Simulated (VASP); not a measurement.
Wanted: the native input for a VASP 6.6.1 run.

```
Task                   : single point
Functional             : PBE
Potentials or basis    : VASP PAW PBE potentials, release 64 (Pd, Pt, S)
Cutoff                 : 500 eV
k mesh                 : 6 × 6 × 4
Occupations            : gaussian, width 0.02 eV
Spin                   : no spin polarisation
Hubbard terms          : Pt d U = 5.0 eV
Dipole correction      : no
Further INCAR settings : ALGO = Normal; EDIFF = 1e-06; NBANDS = 56
```

The structure of PdPt3S8 lies in POSCAR:

```
PdPt3S8
1.0
    7.1377161208      0.0000000000      0.0000000000
   -3.5688580604      6.1814434856      0.0000000000
    0.0000000000      0.0000000000      6.4676126845
Pd Pt S
1 3 8
Direct
    0.0000000000      0.0000000000      0.0000000000
    0.0000000000      0.5000000000      0.0000000000
    0.5000000000      0.5000000000      0.0000000000
    0.5000000000      0.0000000000      0.0000000000
    0.3333333333      0.6666666667      0.8076219873
    0.3327983216      0.1663991608      0.8084134905
    0.8336008392      0.6672016784      0.8084134905
    0.8336008392      0.1663991608      0.8084134905
    0.1663991608      0.8336008392      0.1915865095
    0.1663991608      0.3327983216      0.1915865095
    0.6672016784      0.8336008392      0.1915865095
    0.6666666667      0.3333333333      0.1923780127
```

These files were run (other wordings do the same):

INCAR

```
ALGO = Normal
EDIFF = 1E-6
ENCUT = 500
GGA = PE
GGA_COMPAT = False
ISIF = 2
ISMEAR = 0
LASPH = True
LCHARG = False
LDAU = True
LDAUJ = 0 0 0
LDAUL = -1 2 -1
LDAUPRINT = 1
LDAUTYPE = 2
LDAUU = 0 5 0
LMAXMIX = 4
LREAL = False
LWAVE = False
NBANDS = 56
NELM = 200
PREC = Accurate
SIGMA = 0.02
```

KPOINTS

```
k-points
0
Gamma
  6 6 4
```

Potentials or basis: VASP PAW PBE potentials, release 64 (Pd, Pt, S).

The run is started by

```bash
$ cat potpaw_PBE.64/Pd/POTCAR potpaw_PBE.64/Pt/POTCAR potpaw_PBE.64/S/POTCAR > POTCAR
$ mpirun -np 1 vasp_std > vasp.out
```

It gave:

| Property | Result |
| --- | --- |
| Pressure | -2.5 GPa |
| Largest force | 0.383 eV/Å |
| Band gap on the k mesh | 1.14 eV, indirect (least direct gap 1.29 eV) |

Caveat: spin-orbit coupling is left out, which moves the levels of the heavy elements; this functional lacks dispersion, which binds the layers, so the pressure and a relaxed spacing across them are unreliable.

It took 15 min on 1 thread of Intel Xeon 8259CL, with other jobs on the host, peak memory 0.56 GiB.
